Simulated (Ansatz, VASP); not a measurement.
## HfSi: VASP beside Ansatz

Contents of INCAR:

```
  PREC = Accurate
  ENCUT = 520
  EDIFF = 1E-6
  ISMEAR = 0
  SIGMA = 0.05
  LREAL = F
  LASPH = T
  NELM = 100
  ALGO = Normal
  ISIF = 2
  LWAVE = F
  LCHARG = F
  GGA = PS
  NBANDS = 14
```

File KPOINTS:

```
Automatic mesh
0
Gamma
  6 6 6
```

File POSCAR:

```
HfSi
1.0
    0.0000000000      2.9101917669      2.9101917669
    2.9101917669      0.0000000000      2.9101917669
    2.9101917669      2.9101917669      0.0000000000
Hf Si
1 1
Direct
    0.0000000000      0.0000000000      0.0000000000
    0.2500000000      0.2500000000      0.2500000000
```

Input for Ansatz:

```yaml
crystal:
  lattice:
    - [0.0, 2.9101917669, 2.9101917669]
    - [2.9101917669, 0.0, 2.9101917669]
    - [2.9101917669, 2.9101917669, 0.0]
  atoms:
    - { symbol: Hf, position: [0.0, 0.0, 0.0] }
    - { symbol: Si, position: [0.25, 0.25, 0.25] }
basis:
  ecutwfc: 420
kpoints:
  mp_grid: { grid: [6, 6, 6] }
hamiltonian:
  xc: pbesol
scf:
  occupations: { method: gaussian, width: 0.05 }
output:
  forces: true
  stress: true
  eigenvalues: true
```

Alike in both runs: task single point; functional PBEsol; k mesh 6 × 6 × 6; occupations gaussian, width 0.05 eV; no spin polarisation.

|  | VASP | Ansatz |
| --- | --- | --- |
| version | VASP 6.6.1 | Ansatz 0.2.0 |
| potentials or method | VASP PAW PBE potentials, release 64 (Hf_pv, Si), cutoff 520 eV | scalar-relativistic, plane waves, PAW |
| valence electrons in the cell | 14 | 30 |

|  | VASP | Ansatz | Ansatz less VASP |
| --- | --- | --- | --- |
| gap on the k mesh at the Fermi level (eV) | none | none | - |
| pressure (GPa) | 6.3 | 6.3 | -0.06 |

VASP's potentials were made for PBE, not for PBEsol. A gap of «none» marks a metal or a gap that the smearing closes. VASP's potentials hold 14 valence electrons a cell and Ansatz's 30, so a difference there can come from the potentials and not from the codes.

Neither program's run includes spin-orbit coupling.
